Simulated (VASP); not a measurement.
Set up this calculation in VASP 6.6.1, as the native input.

| Property | Result |
| --- | --- |
| Task | single point |
| Functional | r2SCAN |
| Potentials or basis | VASP PAW PBE potentials, release 64 (C) |
| Cutoff | 520 eV |
| k mesh | 12 × 12 × 12 |
| Occupations | gaussian, width 0.05 eV |
| Spin | no spin polarisation |
| Dipole correction | no |
| Further INCAR settings | ALGO = Normal; EDIFF = 1e-07; NBANDS = 11 |

C:

```
C
1.0
     0.00000    1.73564    1.73564
     1.73564    0.00000    1.73564
     1.73564    1.73564    0.00000
C
2
Direct
  0.50000 0.50000 0.50000
  0.75000 0.75000 0.75000
```

This cell differs from its parent crystal: strain -0.025 along x and y, -0.025 along z.

These files were run (other wordings do the same):

POSCAR

```
C
1.0
    0.0000000000      1.7356381642      1.7356381642
    1.7356381642      0.0000000000      1.7356381642
    1.7356381642      1.7356381642      0.0000000000
C
2
Direct
    0.5000000000      0.5000000000      0.5000000000
    0.7500000000      0.7500000000      0.7500000000
```

INCAR.step1

```
PREC     = Accurate       # precision mode
ENCUT    = 520            # plane-wave cutoff, eV
ISMEAR   = 0              # smearing method
SIGMA    = 0.05           # smearing width, eV
LREAL    = False          # projectors in reciprocal space
LASPH    = True           # aspherical terms in the spheres
NELM     = 60             # most SCF steps
NBANDS   = 11             # bands
GGA      = PE             # functional
ALGO     = Normal         # electronic algorithm
EDIFF    = 1E-4           # SCF threshold, eV
LWAVE    = True           # write WAVECAR
LCHARG   = False          # write CHGCAR
```

INCAR.step2

```
PREC     = Accurate       # precision mode
ENCUT    = 520            # plane-wave cutoff, eV
EDIFF    = 1E-7           # SCF threshold, eV
ISMEAR   = 0              # smearing method
SIGMA    = 0.05           # smearing width, eV
LREAL    = False          # projectors in reciprocal space
LASPH    = True           # aspherical terms in the spheres
NELM     = 60             # most SCF steps
ALGO     = Normal         # electronic algorithm
ISIF     = 2              # what is computed and relaxed
LWAVE    = False          # write WAVECAR
LCHARG   = False          # write CHGCAR
METAGGA  = R2SCAN         # meta-GGA
LMIXTAU  = True         
NBANDS   = 11             # bands
ISTART   = 1
```

KPOINTS

```
Automatic mesh
0
Gamma
  12 12 12
```

Potentials or basis: VASP PAW PBE potentials, release 64 (C).

Command:

```sh
$ cat potpaw_PBE.64/C/POTCAR > POTCAR
$ cp INCAR.step1 INCAR
$ mpirun -np 1 vasp_std > vasp.out
$ cp INCAR.step2 INCAR
$ mpirun -np 1 vasp_std > vasp.out
```

Results of the run:

The pressure is 40.8 GPa and the band gap on the k mesh is 4.54 eV (least direct gap 6.06 eV).

Caveat: the cell differs from its parent crystal (strain -0.025 along x and y, -0.025 along z); the cell stands under pressure; the PAW data sets were made with another functional, which shifts forces and pressure a little.

Run time: 14 s on 1 thread of Intel(R) Xeon(R) 6975P-C (Granite Rapids), with other jobs on the host, peak memory 0.11 GiB.
